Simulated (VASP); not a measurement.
Runs of VASP 6.6.1 on AlIn2As2P. The structure is that of space group P4/mmm (No. 123), or close to it. The cells are those of the table. 

```tsv
task	cell	k mesh	cutoff (eV)	gap on the mesh (eV)	pressure (GPa)	largest force (eV/Å)
single point	a = 4.441, b = 4.441, c = 5.862 Å, 6 atoms	4 × 4 × 4	520	none	(a)	2.22
single point	a = 5.271, b = 5.271, c = 5.377 Å, 6 atoms	4 × 4 × 4	520	none	0.2	0.01
relaxation of cell and atoms	relaxed from a = 4.441, b = 4.441, c = 5.862 Å, 6 atoms	4 × 4 × 4	600	none	0.1	0.01
single point	a = 5.293, b = 5.293, c = 5.301 Å, 6 atoms	8 × 8 × 8	520	none	(b)	0.04
```

Alike in all rows: level PBE; potentials or basis VASP PAW PBE potentials, release 64 (Al, In_d, P, As); no spin polarisation; smearing gaussian 0.1 eV.

Task: Fill in the values left out.

Result: (a) 31.7; (b) 0.0.

Caveats: spin-orbit coupling is left out, which moves the levels of the heavy elements; forces of over 1 eV/Å act on the atoms, so gaps and moduli don't describe the material at rest (some runs).

A k mesh can miss the band edges, and the runs leave out spin-orbit coupling on As, In.

A gap of «none» marks levels without a gap at the run's occupations.
